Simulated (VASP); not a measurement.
Set up this calculation in VASP 6.6.1, as the native input.

```
Task                   : single point
Functional             : PBE
Potentials or basis    : VASP PAW PBE potentials, release 64 (Li_sv)
Cutoff                 : 520 eV
k mesh                 : 12 × 12 × 14
Occupations            : gaussian, width 0.1 eV
Spin                   : no spin polarisation
Dipole correction      : no
Further INCAR settings : ALGO = Normal; EDIFF = 1e-06; NBANDS = 12
```

The structure of Li lies in POSCAR:

```
Li
1.0
    4.9242074178      0.0000000000      0.0000000000
   -2.4621037089      4.2644887174      0.0000000000
    0.0000000000      0.0000000000      2.8937938942
Li
3
Direct
    0.0000000000      0.0000000000      0.0000000000
    0.6666666667      0.3333333333      0.5000000000
    0.3333333333      0.6666666667      0.5000000000
```

One way to write it, as run:

INCAR

```
SYSTEM = Li
ALGO = Normal
EDIFF = 1E-6
ENCUT = 520
GGA = PE
ISIF = 2
ISMEAR = 0
LASPH = .True.
LCHARG = .False.
LREAL = .False.
LWAVE = .False.
NBANDS = 12
NELM = 100
PREC = Accurate
SIGMA = 0.1
```

KPOINTS

```
k-points
0
Gamma
  12 12 14
  0 0 0
```

Potentials or basis: VASP PAW PBE potentials, release 64 (Li_sv).

Launch:

```console
$ cat potpaw_PBE.64/Li_sv/POTCAR > POTCAR
$ mpirun -np 1 vasp_std > vasp.out
```

It took 31 s on 1 thread of Intel(R) Xeon(R) 6975P-C (Granite Rapids) (shared host), peak memory 0.22 GiB.
